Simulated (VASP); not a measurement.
# Al2O3 (P-3m1) in VASP: notebook

Aim: see how the results for Al2O3 move with the level of theory and the settings. Levels: r2SCAN, revPBE+D4, BLYP+D3(BJ), PBE+D4. Tasks: single point.

Everything below comes from runs of VASP 6.6.1. Logs are shortened: lines on timing, memory, paths and dates and some standing lists are left out, and cuts for length are marked.

### Step 1. The cell of the first run

Symmetry: P-3m1, No. 164, trigonal system. The conventional cell has a = 2.986 Å, b = 2.986 Å, c = 7.600 Å, α = 90.00°, β = 90.00°, γ = 120.00°. Al (site symmetry 3m) has 4 O at 1.67 to 1.82 Å within 2.2 Å. O (site symmetry -3m) has 2 Al at 1.67 Å within 2.2 Å. O (site symmetry 3m) has 3 Al at 1.82 Å within 2.4 Å.

### Step 2. Single point, r2SCAN

Contents of POSCAR:

```
Al2O3
1.0
    2.9858691121      0.0000000000      0.0000000000
   -1.4929345561      2.5858385035      0.0000000000
    0.0000000000      0.0000000000      7.6002987078
Al O
2 3
Direct
    0.0000000000      0.0000000000      0.7190870705
    0.0000000000      0.0000000000      0.2809129295
    0.0000000000      0.0000000000      0.5000000000
    0.6666666667      0.3333333333      0.7954713539
    0.3333333333      0.6666666667      0.2045286461
```

Contents of INCAR.step1:

```
SYSTEM = Al2O3
ALGO     = Normal         ! electronic algorithm
EDIFF    = 1E-4           ! SCF threshold, eV
ENCUT    = 520            ! plane-wave cutoff, eV
GGA      = PE             ! functional
ISMEAR   = -1             ! smearing method
LASPH    = .TRUE.         ! aspherical terms in the spheres
LCHARG   = .FALSE.        ! write CHGCAR
LREAL    = .FALSE.        ! projectors in reciprocal space
LWAVE    = .TRUE.         ! write WAVECAR
NBANDS   = 20             ! bands
NELM     = 100            ! most SCF steps
PREC     = Accurate       ! precision mode
SIGMA    = 0.05           ! smearing width, eV
```

Contents of INCAR.step2:

```
SYSTEM = Al2O3
ALGO     = Normal         ! electronic algorithm
EDIFF    = 1E-7           ! SCF threshold, eV
ENCUT    = 520            ! plane-wave cutoff, eV
ISIF     = 2              ! what is computed and relaxed
ISMEAR   = -1             ! smearing method
ISTART   = 1            
LASPH    = .TRUE.         ! aspherical terms in the spheres
LCHARG   = .FALSE.        ! write CHGCAR
LMIXTAU  = .TRUE.       
LREAL    = .FALSE.        ! projectors in reciprocal space
LWAVE    = .FALSE.        ! write WAVECAR
METAGGA  = R2SCAN         ! meta-GGA
NBANDS   = 20             ! bands
NELM     = 100            ! most SCF steps
PREC     = Accurate       ! precision mode
SIGMA    = 0.05           ! smearing width, eV
```

Contents of KPOINTS:

```
k-points
0
G
  10 10 4
  0 0 0
```

Potentials or basis: VASP PAW PBE potentials, release 64 (Al, O).

The run is started by

```
$ cat potpaw_PBE.64/Al/POTCAR potpaw_PBE.64/O/POTCAR > POTCAR
$ cp INCAR.step1 INCAR
$ mpirun -np 1 vasp_std > vasp.out
$ cp INCAR.step2 INCAR
$ mpirun -np 1 vasp_std > vasp.out
```

OUTCAR:

```text
SYSTEM = Al2O3
   EDIFF = 1E-7
   ENCUT = 520
   ISIF = 2
   ISMEAR = -1
   ISTART = 1
   LASPH = .TRUE.
   LREAL = .FALSE.
   METAGGA = R2SCAN
   NELM = 100
   PREC = Accurate

 ion  position               nearest neighbor table
   1  0.000  0.000  0.719-   3 1.67   4 1.82   4 1.82   4 1.82   2 3.33
   2  0.000  0.000  0.281-   3 1.67   5 1.82   5 1.82   5 1.82   1 3.33
   3  0.000  0.000  0.500-   1 1.67   2 1.67
   4  0.667  0.333  0.795-   1 1.82   1 1.82   1 1.82
   5  0.333  0.667  0.205-   2 1.82   2 1.82   2 1.82

  LATTYP: Found a hexagonal cell.
 ALAT       =     2.9858691121
 C/A-ratio  =     2.5454225964

  Lattice vectors:

 A1 = (   2.9858691121,   0.0000000000,   0.0000000000)
 A2 = (  -1.4929345561,   2.5858385035,   0.0000000000)
 A3 = (   0.0000000000,   0.0000000000,   7.6002987078)

Analysis of symmetry for initial positions (statically):
=====================================================================
 Subroutine PRICEL returns:
 Original cell was already a primitive cell.

 Routine SETGRP: Setting up the symmetry group for a
 hexagonal supercell.

 Subroutine GETGRP returns: Found 12 space group operations
 (whereof 12 operations were pure point group operations)
 out of a pool of 24 trial point group operations.

The static configuration has the point symmetry D_3d.

Analysis of symmetry for dynamics (positions and initial velocities):
=====================================================================
 Subroutine PRICEL returns:
 Original cell was already a primitive cell.

 Routine SETGRP: Setting up the symmetry group for a
 hexagonal supercell.

 Subroutine GETGRP returns: Found 12 space group operations
 (whereof 12 operations were pure point group operations)
 out of a pool of 24 trial point group operations.

The dynamic configuration has the point symmetry D_3d.

 Subroutine INISYM returns: Found 12 space group operations
 (whereof 12 operations are pure point group operations),
 and found     1 'primitive' translations

----------------------------------------------------------------------------------------

                                     Primitive cell

  volume of cell :      58.6817

  direct lattice vectors                    reciprocal lattice vectors
[... 92 lines left out ...]
   NELM   =    100;   NELMIN=  2; NELMDL=  0     # of ELM steps
   EDIFF  = 0.1E-06   stopping-criterion for ELM
   LREAL  =      F    real-space projection
   EDIFFG = 0.1E-05   stopping-criterion for IOM
   NSW    =      0    number of steps for IOM
   IBRION =     -1    ionic relax: 0-MD 1-quasi-New 2-CG
   NFREE  =      0    steps in history (QN), initial steepest desc. (CG)
   ISIF   =      2    stress and relaxation
   ISYM   =      2    0-nonsym 1-usesym 2-fastsym
   POTIM  = 0.5000    time-step for ionic-motion
   TEBEG  =    0.0;   TEEND  =   0.0 temperature during run
   PSTRESS=    0.0 pullay stress
   NELECT =      24.0000    total number of electrons
   NUPDOWN=      -1.0000    fix difference up-down
   EMIN   =  10.00;   EMAX   =-10.00  energy-range for DOS
   EFERMI =   0.00;   METHOD = LEGACY
   ISMEAR =    -1;   SIGMA  =   0.05  broadening in eV -4-tet -1-fermi 0-gaus
   EFERMI_NEDOS =   21; number of points for ismear=-14 and -15
   IALGO  =     38    algorithm
   IMIX   =      4    mixing-type and parameters
     AMIX     =   0.40;   BMIX     =  1.00
     AMIX_MAG =   1.60;   BMIX_MAG =  1.00
  volume/ion in A,a.u.               =      11.74        79.20
  Fermi-wavevector in a.u.,A,eV,Ry     =   1.215190  2.296377 20.091554  1.476688
  Thomas-Fermi vector in A             =   2.350585
   LORBIT       =      0    0 simple, 1 ext, 2 COOP (PROOUT), +10 PAW based schemes
   METAGGA = R2SCAN    functional components
   LHFCALC =     F    Hartree Fock is set to
   AEXX    =    0.0000 exact exchange contribution
   IVDW    =     0    specifies the selected vdW correction
   LEPSILON=     F    determine dielectric tensor
   LRPA    =     F    only Hartree local field effects (RPA)
 non-spin polarized calculation
  energy-cutoff  :      520.00
  volume of cell :       58.68
 maximum number of plane-waves:      1624
 NGX is ok and might be reduce to    24
   NGX = 11   NGY = 11   NGZ = 29

 number of electron      24.0000006 magnetization

 Free energy of the ion-electron system (eV)
  ---------------------------------------------------
  ext. energy  EPLUGINS =         0.00000000
  ---------------------------------------------------
  free energy    TOTEN  =       -46.64969718 eV

  energy without entropy =      -46.64969718  energy(sigma->0) =      -46.64969718

 E-fermi :   4.7541     XC(G=0): -10.1976

 val. band max:        3.6449637330   @ k =   0.0000   0.0000   0.0000
 cond. band min:       6.7836612888   @ k =   0.0000   0.0000   0.0000
 fundamental gap:      3.1386975558
 Fermi energy:         4.7541014151

 k-point     1 :       0.0000    0.0000    0.0000
  band No.  band energies     occupation
      1     -17.2249      2.00000
      2     -17.0494      2.00000
      3     -14.3049      2.00000
      4      -2.3801      2.00000
      5      -1.0630      2.00000
      6      -0.3234      2.00000
[... 541 lines left out ...]
     19      15.9604      0.00000
     20      18.0427      0.00000

 [... further k-points ...]

------------------------ aborting loop because EDIFF is reached ----------------------------------------

  FORCE on cell =-STRESS in cart. coord.  units (eV):
  Direction    XX          YY          ZZ          XY          YZ          ZX
  --------------------------------------------------------------------------------------
  -------------------------------------------------------------------------------------
  Total       -0.0767204     -0.0767204      0.1385779      0.0000000      0.0000000     -0.0000000
  in kB       -2.0946846     -2.0946846      3.7835689      0.0000000      0.0000000     -0.0000000
  external PRESSURE =      -0.1352667 kB  Pullay stress =       0.0000000 kB

 VOLUME and BASIS-vectors are now :
 -----------------------------------------------------------------------------
  energy-cutoff  :      520.00
  volume of cell :       58.68
      direct lattice vectors                 reciprocal lattice vectors
     2.985869112  0.000000000  0.000000000     0.334910863  0.193360877  0.000000000
    -1.492934556  2.585838504  0.000000000     0.000000000  0.386721753  0.000000000
     0.000000000  0.000000000  7.600298708     0.000000000  0.000000000  0.131573776

 POSITION                                       TOTAL-FORCE (eV/Angst)
 -----------------------------------------------------------------------------------
      0.00000      0.00000      5.46528         0.000000     -0.000000      0.085820
      0.00000      0.00000      2.13502        -0.000000      0.000000     -0.085820
      0.00000      0.00000      3.80015         0.000000      0.000000      0.000000
      1.49293      0.86195      6.04582        -0.000000      0.000000     -0.021808
     -0.00000      1.72389      1.55448         0.000000      0.000000      0.021808
 -----------------------------------------------------------------------------------
    total drift:                                0.000000     -0.000000      0.000000

  FREE ENERGIE OF THE ION-ELECTRON SYSTEM (eV)
  ---------------------------------------------------
  free  energy   TOTEN  =       -46.6496971799 eV

  energy  without entropy=      -46.6496971798  energy(sigma->0) =      -46.64969718
```

Wall time 1.9 min (1 thread of Intel Xeon Platinum 8488C (Sapphire Rapids), shared host); peak memory 0.2 GiB.

What came out:

* Free energy: -46.6497 eV
* Pressure: 0.0 GPa
* Largest force: 0.086 eV/Å
* Band gap on the k mesh: 3.14 eV, direct

Forces in eV/Å, atoms in the order of the input:
```
Al   0.000  0.000  0.086
Al   0.000  0.000 -0.086
O    0.000  0.000  0.000
O    0.000  0.000 -0.022
O    0.000  0.000  0.022
```

Stress tensor (GPa, compression positive):
```
-0.21  0.00  0.00
 0.00 -0.21  0.00
 0.00  0.00  0.38
```

Caveat: the PAW data sets were made with another functional, which shifts forces and pressure a little.

### Step 3. Single point, revPBE+D4

This run uses another cell than the first one, of 11.21 Å³/atom, 0.955 times its volume.

Contents of INCAR:

```
  PREC = Accurate
  ENCUT = 520
  EDIFF = 1E-6
  ISMEAR = -1
  SIGMA = 0.05
  LREAL = F
  LASPH = T
  NELM = 60
  ALGO = Normal
  ISIF = 2
  LWAVE = F
  LCHARG = F
  GGA = RE
  IVDW = 13
  NBANDS = 20
```

Contents of KPOINTS:

```
Automatic mesh
0
Gamma
  10 10 4
```

Contents of POSCAR:

```
Al2O3
1.0
    2.9877905719      0.0000000000      0.0000000000
   -1.4938952859      2.5875025364      0.0000000000
    0.0000000000      0.0000000000      7.2512624379
Al O
2 3
Direct
    0.0000000000      0.0000000000      0.7305600198
    0.0000000000      0.0000000000      0.2694399802
    0.0000000000      0.0000000000      0.5000000000
    0.6666666667      0.3333333333      0.8133106135
    0.3333333333      0.6666666667      0.1866893865
```

Potentials or basis: VASP PAW PBE potentials, release 64 (Al, O).

The run is started by

```
$ cat potpaw_PBE.64/Al/POTCAR potpaw_PBE.64/O/POTCAR > POTCAR
$ mpirun -np 1 vasp_std > vasp.out
```

Run time: 70 s. Hardware: 1 thread of AMD EPYC 7R13 (Zen 3), shared host; peak memory 0.16 GiB.

Results (log left out):

```yaml
Free_energy: -36.7289 eV
Pressure: -0.4 GPa
Largest_force: 0.029 eV/Å
Band_gap_on_the_k_mesh: 2.56 eV, direct
Dispersion_energy_per_atom: -0.417 eV
```

Forces in eV/Å, atoms in the order of the input:
```
Al   0.000  0.000  0.029
Al   0.000  0.000 -0.029
O    0.000  0.000  0.000
O    0.000  0.000 -0.028
O    0.000  0.000  0.028
```

Stress tensor (GPa, compression positive):
```
-0.42  0.00  0.00
 0.00 -0.42  0.00
 0.00  0.00 -0.25
```

Levels at points of the mesh, in eV from the valence-band top:
```tsv
k point	band 9	band 10	band 11	band 12	band 13	band 14	band 15	band 16
(0.00, 0.00, 0.00)	-3.75	-2.25	0.00	0.00	2.56	4.71	7.74	10.85
(0.50, 0.00, 0.00)	-3.63	-3.13	-1.85	-0.51	4.62	6.45	8.47	9.47
(0.00, 0.00, 0.50)	-3.58	-3.27	0.00	0.00	3.56	3.74	8.40	9.41
(0.50, 0.00, 0.50)	-3.48	-3.47	-1.75	-0.50	5.21	5.66	8.44	9.07
```

Caveat: the PAW data sets were made with another functional, which shifts forces and pressure a little. Expect the measured gap to be larger: semilocal functionals such as revPBE lack the derivative discontinuity.

(Part 1 of 3 ends here.)
